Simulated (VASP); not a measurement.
Write the native input for VASP 6.6.1 that does the following.

| Item | Value |
| --- | --- |
| Task | single point |
| Functional | PBE |
| Potentials or basis | VASP PAW PBE potentials, release 64 (Co) |
| Cutoff | 600 eV |
| k mesh | 3 × 3 × 3 |
| Occupations | fermi-dirac, width 0.15 eV |
| Spin | collinear spin, ferromagnetic start |
| Starting moments | [3.0, 3.0, 3.0] μB |
| Dipole correction | no |
| Further INCAR settings | ALGO = Normal; EDIFF = 1e-06; NBANDS = 24 |

The structure of Co lies in POSCAR:

```
Co
1.0
   -2.7070550000     -0.1059760000      2.6864460000
    0.1293330000      2.5413400000      2.7098030000
   -2.7063200000      2.5172480000     -0.1052410000
Co
3
Direct
    0.4460340000      0.6400470000      0.5081490000
    0.8345090000      0.7791860000      0.7320510000
    1.3269310000      1.3127730000      1.2377810000
```

One way to write it, as run:

INCAR

```
SYSTEM = Co
ALGO = Normal
EDIFF = 1E-6
ENCUT = 600
GGA = PE
GGA_COMPAT = .False.
ISIF = 2
ISMEAR = -1
ISPIN = 2
LASPH = .True.
LCHARG = .False.
LMAXMIX = 4
LORBIT = 11
LREAL = .False.
LWAVE = .False.
MAGMOM = 3 3 3
NBANDS = 24
NELM = 200
PREC = Accurate
SIGMA = 0.15
```

KPOINTS

```
k-points
0
Gamma
  3 3 3
  0 0 0
```

Potentials or basis: VASP PAW PBE potentials, release 64 (Co).

Run with:

```console
$ cat potpaw_PBE.64/Co/POTCAR > POTCAR
$ mpirun -np 1 vasp_std > vasp.out
```

It gave:

The pressure is 9.4 GPa and the largest force is 5.127 eV/Å. The net moment is 4.93 μB per cell. The site moments are Co +1.58, +1.66, +1.70 μB and the valence electrons inside the program's atomic spheres are Co 8.53, 8.24, 8.18.

Caveat: the k points lie up to 0.67 Å⁻¹ apart; forces of over 1 eV/Å act on the atoms, so gaps and moduli don't describe the material at rest.

It took 52 s on 1 thread of Intel Xeon 8259CL (shared host), peak memory 0.19 GiB.
